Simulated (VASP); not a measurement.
# Cd2SnO3 (Cmmm) in VASP: notebook, part 2 of 2

VASP 6.6.1.

## (4) Single point, PBE

This run uses another cell than the first one, of 17.49 Å³/atom.

INCAR reads:

```
SYSTEM = Cd2SnO3
ALGO     = Fast           ! electronic algorithm
EDIFF    = 1E-6           ! SCF threshold, eV
ENCUT    = 520            ! plane-wave cutoff, eV
GGA      = PE             ! functional
ISIF     = 2              ! what is computed and relaxed
ISMEAR   = 0              ! smearing method
LASPH    = .TRUE.         ! aspherical terms in the spheres
LCHARG   = .FALSE.        ! write CHGCAR
LREAL    = .FALSE.        ! projectors in reciprocal space
LWAVE    = .FALSE.        ! write WAVECAR
NBANDS   = 37             ! bands
NELM     = 60             ! most SCF steps
PREC     = Accurate       ! precision mode
SIGMA    = 0.1            ! smearing width, eV
```

KPOINTS reads:

```
k-points
0
G
  4 4 6
  0 0 0
```

POSCAR reads:

```
Cd2SnO3
1.0
    2.8694566565     -5.4553331272      0.0000000000
    2.8694566565      5.4553331272      0.0000000000
    0.0000000000      0.0000000000      3.3525991577
Cd Sn O
2 1 3
Direct
    0.0000000000      0.5000000000      0.5000000000
    0.5000000000      0.0000000000      0.5000000000
    0.5000000000      0.5000000000      0.0000000000
    0.2940871710      0.7059128290      0.0000000000
    0.7059128290      0.2940871710      0.0000000000
    0.0000000000      0.0000000000      0.5000000000
```

Potentials or basis: VASP PAW PBE potentials, release 64 (Cd, Sn_d, O).

The run is started by

```sh
cat potpaw_PBE.64/Cd/POTCAR potpaw_PBE.64/Sn_d/POTCAR potpaw_PBE.64/O/POTCAR > POTCAR
mpirun -np 1 vasp_std > vasp.out
```

OUTCAR:

```text
SYSTEM = Cd2SnO3
   EDIFF = 1E-6
   ENCUT = 520
   GGA = PE
   ISIF = 2
   ISMEAR = 0
   LASPH = .TRUE.
   LREAL = .FALSE.
   NELM = 60
   PREC = Accurate

 ion  position               nearest neighbor table
   1  0.000  0.500  0.500-   4 2.26   5 2.26   4 2.26   5 2.26   2 2.87   2 2.87   3 3.51   3 3.51
                             3 3.51   3 3.51
   2  0.500  0.000  0.500-   4 2.26   5 2.26   4 2.26   5 2.26   1 2.87   1 2.87   3 3.51   3 3.51
                             3 3.51   3 3.51
   3  0.500  0.500  0.000-   4 2.25   5 2.25   1 3.51   2 3.51   1 3.51   2 3.51   2 3.51   2 3.51
                             1 3.51   1 3.51
   4  0.294  0.706  0.000-   3 2.25   2 2.26   1 2.26   1 2.26   2 2.26
   5  0.706  0.294  0.000-   3 2.25   2 2.26   1 2.26   1 2.26   2 2.26
   6  0.000  0.000  0.500-

  LATTYP: Found a base centered orthorhombic cell.
 ALAT       =     5.7389133130
 B/A-ratio  =     1.9011728631
 C/A-ratio  =     0.5841871056

  Lattice vectors:

 A1 = (   2.8694566565,  -5.4553331272,   0.0000000000)
 A2 = (   2.8694566565,   5.4553331272,   0.0000000000)
 A3 = (   0.0000000000,   0.0000000000,   3.3525991577)

[... 188 lines left out ...]
 fundamental gap:      0.1292676240
 Fermi energy:         2.8904792039

 k-point     1 :       0.0000    0.0000    0.0000
  band No.  band energies     occupation
      1     -18.7563      2.00000
      2     -18.7049      2.00000
      3     -18.6160      2.00000
      4     -18.6155      2.00000
      5     -18.5420      2.00000
      6     -15.8995      2.00000
[... 949 lines left out ...]
     36      10.8234      0.00000
     37      11.2875      0.00000

 [... further k-points ...]

------------------------ aborting loop because EDIFF is reached ----------------------------------------

  FORCE on cell =-STRESS in cart. coord.  units (eV):
  Direction    XX          YY          ZZ          XY          YZ          ZX
  --------------------------------------------------------------------------------------
  -------------------------------------------------------------------------------------
  Total        0.7545366      0.0143038      0.8189161      0.0000000      0.0000000      0.0000000
  in kB       11.5175020      0.2183385     12.5002126      0.0000000      0.0000000      0.0000000
  external PRESSURE =       8.0786844 kB  Pullay stress =       0.0000000 kB

 VOLUME and BASIS-vectors are now :
 -----------------------------------------------------------------------------
  energy-cutoff  :      520.00
  volume of cell :      104.96
      direct lattice vectors                 reciprocal lattice vectors
     2.869456657 -5.455333127  0.000000000     0.174249016 -0.091653431  0.000000000
     2.869456657  5.455333127  0.000000000     0.174249016  0.091653431  0.000000000
     0.000000000  0.000000000  3.352599158     0.000000000  0.000000000  0.298276040

 POSITION                                       TOTAL-FORCE (eV/Angst)
 -----------------------------------------------------------------------------------
      1.43473      2.72767      1.67630        -0.000000      0.000000     -0.000000
      1.43473     -2.72767      1.67630        -0.000000     -0.000000     -0.000000
      2.86946      0.00000      0.00000         0.000000      0.000000     -0.000000
      2.86946      2.24665      0.00000        -0.000000     -0.082514      0.000000
      2.86946     -2.24665      0.00000        -0.000000      0.082514     -0.000000
      0.00000      0.00000      1.67630        -0.000000      0.000000     -0.000000
 -----------------------------------------------------------------------------------
    total drift:                               -0.000000     -0.000000      0.000000

  FREE ENERGIE OF THE ION-ELECTRON SYSTEM (eV)
  ---------------------------------------------------
  free  energy   TOTEN  =       -22.5758212606 eV

  energy  without entropy=      -22.5670235121  energy(sigma->0) =      -22.57142239
```

stdout:

```text
POSCAR found type information on POSCAR CdSnO
 POSCAR found :  3 types and       6 ions
 scaLAPACK will be used
 LDA part: xc-table for (Slater+PW92), standard interpolation
 POSCAR, INCAR and KPOINTS ok, starting setup
 FFT: planning ... GRIDC
 FFT: planning ... GRID_SOFT
 FFT: planning ... GRID
 WAVECAR not read
 entering main loop
```

Run time: 4.4 min. Hardware: 1 thread of Oxide Virtual Turin-like, shared host; peak memory 0.26 GiB.

What came out:

```
Free energy            : -22.5758 eV
Pressure               : 0.8 GPa
Largest force          : 0.083 eV/Å
Band gap on the k mesh : zero (bands 28 and 29 overlap by 0.35 eV)
```

Forces in eV/Å, atoms in the order of the input:
```
Cd   0.000  0.000  0.000
Cd   0.000  0.000  0.000
Sn   0.000  0.000  0.000
O    0.000 -0.083  0.000
O    0.000  0.083  0.000
O    0.000  0.000  0.000
```

Stress tensor (GPa, compression positive):
```
1.15 0.00 0.00
0.00 0.02 0.00
0.00 0.00 1.25
```

Levels at points of the mesh, in eV from the Fermi level:
| k point | band 24 | band 25 | band 26 | band 27 | band 28 | band 29 | band 30 | band 31 | band 32 | band 33 |
| --- | --- | --- | --- | --- | --- | --- | --- | --- | --- | --- |
| (0.00, 0.00, 0.00) | -2.95 | -1.78 | -1.40 | -1.13 | 0.03 | 0.88 | 2.44 | 2.75 | 5.08 | 5.14 |
| (0.50, 0.00, 0.00) | -2.59 | -2.24 | -1.03 | -0.27 | 0.05 | 0.66 | 0.89 | 2.45 | 5.29 | 5.56 |
| (0.50, 0.50, 0.00) | -2.19 | -2.13 | -1.48 | -1.48 | 0.04 | 0.58 | 2.75 | 3.66 | 5.03 | 5.15 |
| (0.00, 0.00, 0.50) | -1.98 | -1.68 | -1.15 | -1.03 | -0.97 | -0.17 | 2.59 | 2.82 | 4.09 | 4.49 |
| (0.50, 0.00, 0.50) | -3.05 | -2.09 | -1.32 | -0.86 | -0.76 | 0.35 | 2.71 | 3.35 | 3.66 | 4.96 |
| (0.50, 0.50, 0.50) | -1.52 | -1.51 | -1.17 | -1.05 | -0.59 | -0.29 | 2.62 | 3.16 | 3.93 | 4.36 |

Caveat: semilocal functionals underestimate gaps, and a narrow one can read as zero; spin-orbit coupling is left out, which moves the levels of the heavy elements.

## (5) Relaxation of cell and atoms, PBE

This run uses another cell than the first one, of 17.59 Å³/atom.

INCAR reads:

```
PREC = Accurate
ENCUT = 600
EDIFF = 1E-7
ISMEAR = 0
SIGMA = 0.1
LREAL = F
LASPH = T
NELM = 60
ALGO = Fast
ISIF = 3
LWAVE = F
LCHARG = F
GGA = PE
IBRION = 2
NSW = 90
EDIFFG = -0.04
```

KPOINTS reads:

```
Automatic mesh
0
Gamma
  4 4 6
```

POSCAR reads:

```
Cd2SnO3
1.0
    2.9057606267     -5.4740114661      0.0000000000
    2.9057606267      5.4740114661      0.0000000000
    0.0000000000      0.0000000000      3.3182084925
Cd Sn O
2 1 3
Direct
    0.0000000000      0.5000000000      0.5000000000
    0.5000000000      0.0000000000      0.5000000000
    0.5000000000      0.5000000000      0.0000000000
    0.2933290697      0.7066709303      0.0000000000
    0.7066709303      0.2933290697      0.0000000000
    0.0000000000      0.0000000000      0.5000000000
```

The run is started by

```sh
cat potpaw_PBE.64/Cd/POTCAR potpaw_PBE.64/Sn_d/POTCAR potpaw_PBE.64/O/POTCAR > POTCAR
mpirun -np 1 vasp_std > vasp.out
```

It took 15 min on 1 thread of Oxide Virtual Turin-like, shared host; peak memory 0.3 GiB.

Results (log left out):

* Free energy: -22.5853 eV
* Relaxed volume: 17.60 Å³/atom
* Relaxed cell: a = 6.150 Å, b = 6.150 Å, c = 3.368 Å, α = 90.00°, β = 90.00°, γ = 124.02°
* Space group after relaxing (to 0.1 Å): Cmmm (No. 65)
* Energy gained by relaxing: 2.1 meV/atom
* Ionic steps: 6
* Pressure after relaxing: 0.0 GPa
* Largest force after relaxing: 0.021 eV/Å
* Band gap on the k mesh: zero (bands 28 and 29 overlap by 0.35 eV)

Forces in eV/Å, atoms in the order of the input:
```
Cd   0.000  0.000  0.000
Cd   0.000  0.000  0.000
Sn   0.000  0.000  0.000
O    0.000  0.021  0.000
O    0.000 -0.021  0.000
O    0.000  0.000  0.000
```

Stress tensor (GPa, compression positive):
```
-0.04  0.00  0.00
 0.00  0.02  0.00
 0.00  0.00  0.09
```

Step by step:
| step | energy change (eV) | largest force (eV/Å) | pressure (GPa) | volume (Å³) |
| --- | --- | --- | --- | --- |
| 1 | 0.0000 | 0.1808 | 0.35 | 105.56 |
| 2 | -0.0097 | 0.0392 | -0.29 | 106.15 |
| 3 | -0.0103 | 0.0044 | -0.47 | 106.33 |
| 4 | -0.0122 | 0.0415 | 0.03 | 105.61 |
| 5 | -0.0122 | 0.0453 | 0.09 | 105.54 |
| 6 | -0.0125 | 0.0209 | 0.02 | 105.59 |

Final structure:
```
CELL_PARAMETERS angstrom
2.88635 -5.43095 0.00000
2.88635 5.43095 0.00000
0.00000 0.00000 3.36781
ATOMIC_POSITIONS crystal
Cd 0.00000 0.50000 0.50000
Cd 0.50000 0.00000 0.50000
Sn 0.50000 0.50000 0.00000
O 0.29435 0.70565 0.00000
O 0.70565 0.29435 0.00000
O 0.00000 0.00000 0.50000
```

Levels at points of the mesh, in eV from the Fermi level:
```csv
k point,band 24,band 25,band 26,band 27,band 28,band 29,band 30,band 31,band 32,band 33
"(0.00, 0.00, 0.00)",-2.95,-1.76,-1.46,-1.13,0.03,0.88,2.40,2.75,4.98,5.16
"(0.50, 0.00, 0.00)",-2.61,-2.22,-1.03,-0.26,0.05,0.63,0.88,2.41,5.32,5.57
"(0.50, 0.50, 0.00)",-2.20,-2.06,-1.54,-1.45,0.04,0.57,2.71,3.66,5.03,5.11
"(0.00, 0.00, 0.50)",-1.94,-1.74,-1.15,-1.02,-0.93,-0.15,2.57,2.72,4.01,4.53
"(0.50, 0.00, 0.50)",-3.08,-2.05,-1.28,-0.86,-0.72,0.34,2.66,3.30,3.61,4.94
"(0.50, 0.50, 0.50)",-1.57,-1.47,-1.13,-1.05,-0.59,-0.27,2.60,3.08,3.93,4.29
```

Caveat: semilocal functionals underestimate gaps, and a narrow one can read as zero; spin-orbit coupling is left out, which moves the levels of the heavy elements.

## (6) Relaxation of cell and atoms, PBE

INCAR reads:

```
SYSTEM = Cd2SnO3
  ALGO = Fast
  EDIFF = 1E-6
  EDIFFG = -0.04
  ENCUT = 600
  GGA = PE
  IBRION = 2
  ISIF = 3
  ISMEAR = 0
  LASPH = .True.
  LCHARG = .False.
  LREAL = .False.
  LWAVE = .False.
  NELM = 80
  NSW = 90
  PREC = Accurate
  SIGMA = 0.1
```

KPOINTS reads:

```
k-points
0
Gamma
  4 4 4
  0 0 0
```

POSCAR reads:

```
Cd2SnO3
1.0
    2.6156247600     -4.3826494400      0.0000000000
    2.6156247600      4.3826494400      0.0000000000
    0.0000000000      0.0000000000      4.1077918000
Cd Sn O
2 1 3
Direct
    0.0000000000      0.5000000000      0.5000000000
    0.5000000000      0.0000000000      0.5000000000
    0.5000000000      0.5000000000      0.0000000000
    0.1601293000      0.8398707000      0.0000000000
    0.8398707000      0.1601293000      0.0000000000
    0.0000000000      0.0000000000      0.5000000000
```

Potentials or basis: VASP PAW PBE potentials, release 64 (Cd, Sn_d, O).

The run is started by

```sh
cat potpaw_PBE.64/Cd/POTCAR potpaw_PBE.64/Sn_d/POTCAR potpaw_PBE.64/O/POTCAR > POTCAR
mpirun -np 1 vasp_std > vasp.out
```

It took 69 min on 1 thread of Oxide Virtual Turin-like, shared host; peak memory 0.27 GiB.

The run converged. Its results:

```yaml
Free_energy: -22.5685 eV
Relaxed_volume: 17.45 Å³/atom
Relaxed_cell: a = 6.059 Å, b = 6.059 Å, c = 3.380 Å, α = 90.00°, β = 90.00°, γ = 122.46°
Space_group_after_relaxing_to_0.1_Å: Cmmm (No. 65)
Pressure_after_relaxing: 0.0 GPa
Largest_force_after_relaxing: 0.025 eV/Å
Band_gap_on_the_k_mesh: zero (bands 28 and 29 overlap by 0.28 eV)
```

Forces on the atoms (eV/Å):
```
Cd   0.000  0.000  0.000
Cd   0.000  0.000  0.000
Sn   0.000  0.000  0.000
O    0.000 -0.025  0.000
O    0.000  0.025  0.000
O    0.000  0.000  0.000
```

Stress tensor (GPa, compression positive):
```
-0.06  0.00  0.00
 0.00  0.24  0.00
 0.00  0.00 -0.16
```

Final structure:
```
Cd Sn O
1.0
     2.91603   -5.31098    0.00000
     2.91603    5.31098    0.00000
     0.00000    0.00000    3.38011
Cd Sn O
2 1 3
Cartesian
  1.4580 2.6555 1.6901
  1.4580 -2.6555 1.6901
  2.9160 0.0000 0.0000
  2.9160 2.2359 0.0000
  2.9160 -2.2359 0.0000
  0.0000 0.0000 1.6901
```

Levels at points of the mesh, in eV from the Fermi level:
```tsv
k point	band 25	band 26	band 27	band 28	band 29	band 30	band 31	band 32
(0.00, 0.00, 0.00)	-1.70	-1.19	-1.02	0.02	1.15	2.36	2.92	5.13
(0.50, 0.00, 0.00)	-1.98	-0.96	-0.19	0.03	0.80	1.05	2.72	5.70
(0.50, 0.50, 0.00)	-1.77	-1.32	-1.28	0.02	0.75	2.72	4.08	5.40
(0.00, 0.00, 0.50)	-1.46	-1.09	-1.00	-0.72	-0.03	2.63	2.79	4.41
(0.50, 0.00, 0.50)	-1.92	-1.23	-0.76	-0.51	0.37	2.94	3.32	3.93
(0.50, 0.50, 0.50)	-1.29	-1.04	-1.01	-0.49	-0.16	2.68	3.16	4.14
```

Caveat: the k points lie up to 0.46 Å⁻¹ apart in the final cell; semilocal functionals underestimate gaps, and a narrow one can read as zero; a cell axis changed by over 15 % at a fixed basis, so the end point is rough; spin-orbit coupling is left out, which moves the levels of the heavy elements.

## (7) Overview

| task | cell | k mesh | cutoff (eV) | gap on the mesh (eV) | pressure (GPa) | relaxed volume (Å³/atom) | largest force (eV/Å) |
| --- | --- | --- | --- | --- | --- | --- | --- |
| single point | a = 5.104, b = 5.104, c = 4.108 Å, angles 90.0, 90.0, 118.3°, 6 atoms, atomic positions A | 4 × 4 × 4 | 520 | none | -3.1 | - | 1.31 |
| single point | a = 6.197, b = 6.197, c = 3.318 Å, angles 90.0, 90.0, 124.1°, 6 atoms, atomic positions B | 4 × 4 × 4 | 520 | none | 0.9 | - | 0.05 |
| single point | a = 6.164, b = 6.164, c = 3.353 Å, angles 90.0, 90.0, 124.5°, 6 atoms, atomic positions C | 4 × 4 × 6 | 520 | none | 0.8 | - | 0.08 |
| relaxation of cell and atoms | relaxed from a = 6.197, b = 6.197, c = 3.318 Å, angles 90.0, 90.0, 124.1°, 6 atoms, atomic positions B | 4 × 4 × 6 | 600 | none | 0.0 | 17.60 | 0.02 |
| relaxation of cell and atoms | relaxed from a = 5.104, b = 5.104, c = 4.108 Å, angles 90.0, 90.0, 118.3°, 6 atoms, atomic positions A | 4 × 4 × 4 | 600 | none | 0.0 | 17.45 | 0.03 |

Alike in all rows: level PBE; potentials or basis VASP PAW PBE potentials, release 64 (Cd, Sn_d, O); no spin polarisation; smearing gaussian 0.1 eV.

Caveats: some runs use coarse meshes; semilocal functionals underestimate gaps, and a narrow one can read as zero; spin-orbit coupling is left out, which moves the levels of the heavy elements; forces of over 1 eV/Å act on the atoms, so gaps and moduli don't describe the material at rest (at least some runs); a cell axis changed by over 15 % at a fixed basis, so the end point is rough (at least some runs).

Total energies depend on the potentials used, so only differences within one code and one set of settings carry meaning.

The gap in the log of VASP goes by the Fermi energy; the results here count the filled bands.